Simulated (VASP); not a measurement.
# HfN (Fm-3m) in VASP: single point with LDA

Aim: the single point of HfN with LDA.

Program: VASP 6.6.1. These are calculated values, not measurements. Logs are shortened: lines on timing, memory, paths and dates and some standing lists are left out, and cuts for length are marked.

### Step 1. The cell of the first run

It takes space group Fm-3m (No. 225, cubic). The conventional cell has a = 4.512 Å, b = 4.512 Å, c = 4.512 Å, α = 90.00°, β = 90.00°, γ = 90.00°. Within 3.0 Å of Hf (site symmetry m-3m) lie 6 N at 2.26 Å. N (site symmetry m-3m) has 6 Hf at 2.26 Å within 3.0 Å.

### Step 2. Single point, LDA (11.48 Å³/atom)

Contents of INCAR:

```
SYSTEM = HfN
PREC = Accurate
ENCUT = 600
EDIFF = 1E-6
ISMEAR = -1
SIGMA = 0.03
LREAL = .FALSE.
LASPH = .TRUE.
NELM = 120
ALGO = Normal
ISIF = 2
LWAVE = .FALSE.
LCHARG = .FALSE.
NBANDS = 14
GGA_COMPAT = .FALSE.
```

Contents of KPOINTS:

```
regular mesh
0
G
  11 11 11
  0 0 0
```

Contents of POSCAR:

```
HfN
1.0
    0.0000000000      2.2560000000      2.2560000000
    2.2560000000      0.0000000000      2.2560000000
    2.2560000000      2.2560000000      0.0000000000
Hf N
1 1
Direct
    0.0000000000      0.0000000000      0.0000000000
    0.5000000000      0.5000000000      0.5000000000
```

Potentials or basis: VASP PAW LDA potentials, release 64 (Hf_pv, N).

Run with:

```sh
$ cat potpaw_LDA.64/Hf_pv/POTCAR potpaw_LDA.64/N/POTCAR > POTCAR
$ mpirun -np 1 vasp_std > vasp.out
```

OUTCAR:

```text
SYSTEM = HfN
   PREC = Accurate
   ENCUT = 600
   EDIFF = 1E-6
   ISMEAR = -1
   LREAL = .FALSE.
   LASPH = .TRUE.
   NELM = 120
   ISIF = 2

 ion  position               nearest neighbor table
   1  0.000  0.000  0.000-   2 2.26   2 2.26   2 2.26   2 2.26   2 2.26   2 2.26
   2  0.500  0.500  0.500-   1 2.26   1 2.26   1 2.26   1 2.26   1 2.26   1 2.26

  LATTYP: Found a face centered cubic cell.
 ALAT       =     4.5120000000

  Lattice vectors:

 A1 = (   0.0000000000,   2.2560000000,   2.2560000000)
 A2 = (   2.2560000000,   0.0000000000,   2.2560000000)
 A3 = (   2.2560000000,   2.2560000000,   0.0000000000)

Analysis of symmetry for initial positions (statically):
=====================================================================
 Subroutine PRICEL returns:
 Original cell was already a primitive cell.

 Routine SETGRP: Setting up the symmetry group for a
 face centered cubic supercell.

 Subroutine GETGRP returns: Found 48 space group operations
 (whereof 48 operations were pure point group operations)
 out of a pool of 48 trial point group operations.

The static configuration has the point symmetry O_h .

Analysis of symmetry for dynamics (positions and initial velocities):
=====================================================================
 Subroutine PRICEL returns:
 Original cell was already a primitive cell.

 Routine SETGRP: Setting up the symmetry group for a
 face centered cubic supercell.

 Subroutine GETGRP returns: Found 48 space group operations
 (whereof 48 operations were pure point group operations)
 out of a pool of 48 trial point group operations.

The dynamic configuration has the point symmetry O_h .

 Subroutine INISYM returns: Found 48 space group operations
 (whereof 48 operations are pure point group operations),
 and found     1 'primitive' translations

----------------------------------------------------------------------------------------

                                     Primitive cell

  volume of cell :      22.9640

  direct lattice vectors                    reciprocal lattice vectors
     0.000000000  2.256000000  2.256000000    -0.221631206  0.221631206  0.221631206
     2.256000000  0.000000000  2.256000000     0.221631206 -0.221631206  0.221631206
     2.256000000  2.256000000  0.000000000     0.221631206  0.221631206 -0.221631206

  length of vectors
     3.190465797  3.190465797  3.190465797     0.383876509  0.383876509  0.383876509

  position of ions in fractional coordinates (direct lattice)
     0.000000000  0.000000000  0.000000000
     0.500000000  0.500000000  0.500000000

  ion indices of the primitive-cell ions
   primitive index   ion index
                 1           1
                 2           2

----------------------------------------------------------------------------------------

 KPOINTS: regular mesh

Automatic generation of k-mesh.
 Grid dimensions read from file:
 generate k-points for:   11   11   11

 Generating k-lattice:

  Cartesian coordinates                     Fractional coordinates (reciprocal lattice)
    -0.020148291  0.020148291  0.020148291     0.090909091  0.000000000  0.000000000
     0.020148291 -0.020148291  0.020148291     0.000000000  0.090909091  0.000000000
     0.020148291  0.020148291 -0.020148291     0.000000000  0.000000000  0.090909091

  Length of vectors
     0.034897864  0.034897864  0.034897864

  Shift w.r.t. Gamma in fractional coordinates (k-lattice)
     0.000000000  0.000000000  0.000000000

 Subroutine IBZKPT returns following result:
 ===========================================

 Found     56 irreducible k-points:

 Following reciprocal coordinates:
            Coordinates               Weight
  0.000000  0.000000  0.000000      1.000000
  0.090909  0.000000  0.000000      8.000000
  0.181818  0.000000  0.000000      8.000000
  0.272727  0.000000  0.000000      8.000000
  0.363636  0.000000  0.000000      8.000000
  0.454545  0.000000  0.000000      8.000000
[... 16 lines left out ...]
 -0.272727  0.181818  0.000000     24.000000
 -0.181818  0.181818  0.000000     12.000000
 [... further k-points ...]
   k-points           NKPTS =     56   k-points in BZ     NKDIM =     56   number of bands    NBANDS=     14
   number of dos      NEDOS =    301   number of ions     NIONS =      2
   total plane-waves  NPLWV =  21952
   dimension x,y,z NGX =    28 NGY =   28 NGZ =   28
   dimension x,y,z NGXF=    56 NGYF=   56 NGZF=   56
   ions per type =               1   1
   NGX,Y,Z   is equivalent  to a cutoff of  14.59, 14.59, 14.59 a.u.
   NGXF,Y,Z  is equivalent  to a cutoff of  29.18, 29.18, 29.18 a.u.
 SYSTEM =  HfN
   PREC   = accura    normal or accurate (medium, high low for compatibility)
   ISTART =      0    job   : 0-new  1-cont  2-samecut
   ICHARG =      2    charge: 1-file 2-atom 10-const
   ISPIN  =      1    spin polarized calculation?
   LNONCOLLINEAR =      F non collinear calculations
   LSORBIT =      F    spin-orbit coupling
   LASPH  =      T    aspherical Exc in radial PAW
   ENCUT  =  600.0 eV  44.10 Ry    6.64 a.u.   6.37  6.37  6.37*2*pi/ulx,y,z
   NELM   =    120;   NELMIN=  2; NELMDL= -5     # of ELM steps
   EDIFF  = 0.1E-05   stopping-criterion for ELM
   LREAL  =      F    real-space projection
   EDIFFG = 0.1E-04   stopping-criterion for IOM
   NSW    =      0    number of steps for IOM
   IBRION =     -1    ionic relax: 0-MD 1-quasi-New 2-CG
   NFREE  =      0    steps in history (QN), initial steepest desc. (CG)
   ISIF   =      2    stress and relaxation
   ISYM   =      2    0-nonsym 1-usesym 2-fastsym
   POTIM  = 0.5000    time-step for ionic-motion
   TEBEG  =    0.0;   TEEND  =   0.0 temperature during run
   PSTRESS=    0.0 pullay stress
   NELECT =      15.0000    total number of electrons
   NUPDOWN=      -1.0000    fix difference up-down
   EMIN   =  10.00;   EMAX   =-10.00  energy-range for DOS
   EFERMI =   0.00;   METHOD = LEGACY
   ISMEAR =    -1;   SIGMA  =   0.03  broadening in eV -4-tet -1-fermi 0-gaus
   EFERMI_NEDOS =   21; number of points for ismear=-14 and -15
   IALGO  =     38    algorithm
   IMIX   =      4    mixing-type and parameters
     AMIX     =   0.40;   BMIX     =  1.00
     AMIX_MAG =   1.60;   BMIX_MAG =  1.00
  volume/ion in A,a.u.               =      11.48        77.48
  Fermi-wavevector in a.u.,A,eV,Ry     =   1.420440  2.684242 27.451783  2.017649
  Thomas-Fermi vector in A             =   2.541355
   LORBIT       =      0    0 simple, 1 ext, 2 COOP (PROOUT), +10 PAW based schemes
   GGA     = CA    functional components
   LHFCALC =     F    Hartree Fock is set to
   AEXX    =    0.0000 exact exchange contribution
   IVDW    =     0    specifies the selected vdW correction
   LEPSILON=     F    determine dielectric tensor
   LRPA    =     F    only Hartree local field effects (RPA)
 non-spin polarized calculation
  energy-cutoff  :      600.00
  volume of cell :       22.96
 maximum number of plane-waves:       781
 NGX is ok and might be reduce to    28
   NGX = 13   NGY = 13   NGZ = 13

 number of electron      15.0000002 magnetization

 Free energy of the ion-electron system (eV)
  ---------------------------------------------------
  ext. energy  EPLUGINS =         0.00000000
  ---------------------------------------------------
  free energy    TOTEN  =       -23.84256653 eV

  energy without entropy =      -23.84008294  energy(sigma->0) =      -23.84132473

 E-fermi :   8.1600     XC(G=0): -13.0004

 val. band max:        8.1120183088   @ k =   0.0909   0.0000   0.0000
 cond. band min:       8.1672038518   @ k =   0.4545   0.1818   0.0000
 fundamental gap:      0.0551855430
 Fermi energy:         8.1600037579

 k-point     1 :       0.0000    0.0000    0.0000
  band No.  band energies     occupation
      1     -22.6925      2.00000
      2     -22.6925      2.00000
      3     -22.6925      2.00000
      4      -9.0246      2.00000
      5       5.2776      2.00000
      6       5.2776      2.00000
      7       5.2776      2.00000
      8       7.8355      1.99996
      9       7.8355      1.99996
     10       7.8355      1.99996
     11      10.1459      0.00000
     12      10.1459      0.00000
     13      10.2569      0.00000
     14      17.8901      0.00000

 k-point     2 :       0.0909    0.0000    0.0000
  band No.  band energies     occupation
      1     -22.7795      2.00000
      2     -22.6997      2.00000
      3     -22.6997      2.00000
      4      -8.8290      2.00000
      5       4.4915      2.00000
      6       4.8005      2.00000
      7       4.8005      2.00000
      8       8.0529      1.94530
      9       8.1120      1.66390
     10       8.1120      1.66390
     11      10.7796      0.00000
     12      10.7796      0.00000
     13      10.8279      0.00000
     14      18.5275      0.00000

 k-point     3 :       0.1818    0.0000    0.0000
  band No.  band energies     occupation
      1     -23.0049      2.00000
      2     -22.7191      2.00000
      3     -22.7191      2.00000
      4      -8.2930      2.00000
      5       2.9954      2.00000
      6       3.8873      2.00000
      7       3.8873      2.00000
      8       8.4042      0.00058
      9       8.8047      0.00000
     10       8.8047      0.00000
     11      12.0837      0.00000
     12      12.2493      0.00000
     13      12.2493      0.00000
     14      19.5896      0.00000
[... 324 lines left out ...]
 k-point    23 :      -0.2727    0.1818    0.0000
  band No.  band energies     occupation
      1     -23.4083      2.00000
      2     -22.9743      2.00000
      3     -22.7630      2.00000
      4      -6.9606      2.00000
      5       0.5872      2.00000
      6       2.3883      2.00000
      7       3.0238      2.00000
      8       9.6355      0.00000
      9      10.1086      0.00000
     10      11.7830      0.00000
     11      12.6192      0.00000
     12      15.5425      0.00000
     13      16.6804      0.00000
     14      19.5631      0.00000

 k-point    24 :      -0.1818    0.1818    0.0000
  band No.  band energies     occupation
      1     -23.2529      2.00000
      2     -22.8993      2.00000
      3     -22.7285      2.00000
      4      -7.4533      2.00000
      5       1.2998      2.00000
      6       2.7182      2.00000
      7       3.4917      2.00000
      8       9.0903      0.00000
      9       9.2577      0.00000
     10      11.3102      0.00000
     11      11.5129      0.00000
     12      14.5109      0.00000
     13      15.4220      0.00000
     14      19.5842      0.00000

 [... further k-points ...]

------------------------ aborting loop because EDIFF is reached ----------------------------------------

  FORCE on cell =-STRESS in cart. coord.  units (eV):
  Direction    XX          YY          ZZ          XY          YZ          ZX
  --------------------------------------------------------------------------------------
  -------------------------------------------------------------------------------------
  Total       -1.3699328     -1.3699328     -1.3699328      0.0000000      0.0000000      0.0000000
  in kB      -95.5790165    -95.5790165    -95.5790165      0.0000000      0.0000000      0.0000000
  external PRESSURE =     -95.5790165 kB  Pullay stress =       0.0000000 kB

 VOLUME and BASIS-vectors are now :
 -----------------------------------------------------------------------------
  energy-cutoff  :      600.00
  volume of cell :       22.96
      direct lattice vectors                 reciprocal lattice vectors
     0.000000000  2.256000000  2.256000000    -0.221631206  0.221631206  0.221631206
     2.256000000  0.000000000  2.256000000     0.221631206 -0.221631206  0.221631206
     2.256000000  2.256000000  0.000000000     0.221631206  0.221631206 -0.221631206

 POSITION                                       TOTAL-FORCE (eV/Angst)
 -----------------------------------------------------------------------------------
      0.00000      0.00000      0.00000         0.000000      0.000000      0.000000
      2.25600      2.25600      2.25600        -0.000000     -0.000000     -0.000000
 -----------------------------------------------------------------------------------
    total drift:                                0.000000      0.000000      0.000000

  FREE ENERGIE OF THE ION-ELECTRON SYSTEM (eV)
  ---------------------------------------------------
  free  energy   TOTEN  =       -23.8425665289 eV

  energy  without entropy=      -23.8400829399  energy(sigma->0) =      -23.84132473
```

Wall time 13 s (1 thread of AMD EPYC 9R45 (Zen 5), shared host); peak memory 0.13 GiB.

What came out:

```
Free energy            : -23.8426 eV
Pressure               : -9.6 GPa
Band gap on the k mesh : zero (an odd number of electrons rules out a gap without spin polarisation)
```

Levels at points of the mesh, in eV from the Fermi level:
| k point | band 6 | band 7 | band 8 | band 9 | band 10 | band 11 |
| --- | --- | --- | --- | --- | --- | --- |
| (0.00, 0.00, 0.00) | -2.88 | -2.88 | -0.32 | -0.32 | -0.32 | 1.99 |

Caveat: the cell stands under tension; spin-orbit coupling is left out, which moves the levels of the heavy elements.
